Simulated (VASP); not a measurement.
Pt, 2 atoms in the cell. It takes space group I4/mmm (No. 139, tetragonal). The conventional cell has a = 2.786 Å, b = 2.786 Å, c = 4.019 Å, α = 90.00°, β = 90.00°, γ = 90.00°. Pt (site symmetry 4/mmm) has 12 Pt at 2.79 to 2.81 Å within 3.7 Å.  This cell differs from its parent crystal: strain along c alone, the other axes held: +2.0 %.

| Item | Value |
| --- | --- |
| Program | VASP 6.6.1 |
| Task | single point |
| Functional | r2SCAN |
| Potentials or basis | VASP PAW PBE potentials, release 64 (Pt) |
| Cutoff | 520 eV |
| k mesh | 18 × 18 × 14 |
| Occupations | gaussian, width 0.1 eV |
| Spin | no spin polarisation |
| Dipole correction | no |
| Further INCAR settings | ALGO = Normal; EDIFF = 1e-06; NBANDS = 17 |

Potentials or basis: VASP PAW PBE potentials, release 64 (Pt).

Launch:

```console
$ cat potpaw_PBE.64/Pt/POTCAR > POTCAR
$ cp INCAR.step1 INCAR
$ mpirun -np 1 vasp_std > vasp.out
$ cp INCAR.step2 INCAR
$ mpirun -np 1 vasp_std > vasp.out
```

Hardware: 1 thread of Intel(R) Xeon(R) Platinum 8488C (Sapphire Rapids), on a shared host.

Problem. How long does it take, and how much memory?

Solution. Wall time 7.2 min on 1 thread of Intel(R) Xeon(R) Platinum 8488C (Sapphire Rapids), with other jobs on the host, peak memory 0.3 GiB. Counts: k points 440.
